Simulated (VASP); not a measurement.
Here is a VASP 6.6.1 calculation.

File INCAR:

```
SYSTEM = Sr4Ir
  PREC = Accurate
  ENCUT = 520
  EDIFF = 1E-6
  ISMEAR = 0
  SIGMA = 0.1
  LREAL = .FALSE.
  LASPH = .TRUE.
  NELM = 60
  ALGO = Fast
  ISIF = 2
  LWAVE = .FALSE.
  LCHARG = .FALSE.
  GGA = PE
  NBANDS = 32
```

KPOINTS

```
Automatic mesh
0
G
  8 8 8
  0 0 0
```

The input POSCAR:

```
Sr4Ir
1.0
   -3.7059125821      3.7059125821      3.7059125821
    3.7059125821     -3.7059125821      3.7059125821
    3.7059125821      3.7059125821     -3.7059125821
Sr Ir
4 1
Direct
    0.5000000000      0.5000000000      0.5000000000
    0.0000000000      0.0000000000      0.5000000000
    0.0000000000      0.5000000000      0.0000000000
    0.5000000000      0.0000000000      0.0000000000
    0.0000000000      0.0000000000      0.0000000000
```

Potentials or basis: VASP PAW PBE potentials, release 64 (Sr_sv, Ir).

Command:

```console
$ cat potpaw_PBE.64/Sr_sv/POTCAR potpaw_PBE.64/Ir/POTCAR > POTCAR
$ mpirun -np 1 vasp_std > vasp.out
```

Predict the pressure.

0.0 GPa.

What does it give for the band gap on the k mesh?

Zero (an odd number of electrons rules out a gap without spin polarisation).

Caveat: spin-orbit coupling is left out, which moves the levels of the heavy elements.
